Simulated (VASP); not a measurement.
Wanted: the native input for a VASP 6.6.1 run.

* Task: single point
* Functional: RPBE
* Potentials or basis: VASP PAW PBE potentials, release 64 (Rh_pv)
* Cutoff: 520 eV
* k mesh: 16 × 16 × 16
* Occupations: fermi-dirac, width 0.1 eV
* Spin: no spin polarisation
* Dipole correction: no
* Further INCAR settings: ALGO = Normal; EDIFF = 1e-06; NBANDS = 22

The structure of Rh lies in POSCAR:

```
Rh
1.0
    0.0000000000      2.7813268490      2.7813268490
    2.7813268490      0.0000000000      2.7813268490
    2.7813268490      2.7813268490      0.0000000000
Rh
2
Direct
    0.1250000000      0.1250000000      0.1250000000
    0.8750000000      0.8750000000      0.8750000000
```

This isn't the form of Rh at room conditions, which is fcc.

These files were run (other wordings do the same):

INCAR

```
PREC = Accurate ; ENCUT = 520
EDIFF = 1E-6 ; ISMEAR = -1
SIGMA = 0.1 ; LREAL = False
LASPH = True ; NELM = 60
ALGO = Normal ; ISIF = 2
LWAVE = False ; LCHARG = False
GGA = RP ; NBANDS = 22
```

KPOINTS

```
regular mesh
0
Gamma
  16 16 16
```

Potentials or basis: VASP PAW PBE potentials, release 64 (Rh_pv).

The run is started by

```bash
$ cat potpaw_PBE.64/Rh_pv/POTCAR > POTCAR
$ mpirun -np 1 vasp_std > vasp.out
```

Results of the run:

- Pressure: 0.0 GPa
- Band gap on the k mesh: zero (bands 15 and 16 overlap by 1.10 eV)

Caveat: the PAW data sets were made with another functional, which shifts forces and pressure a little.

Wall time 2.1 min on 1 thread of Intel Xeon 8259CL (shared host), peak memory 0.24 GiB.
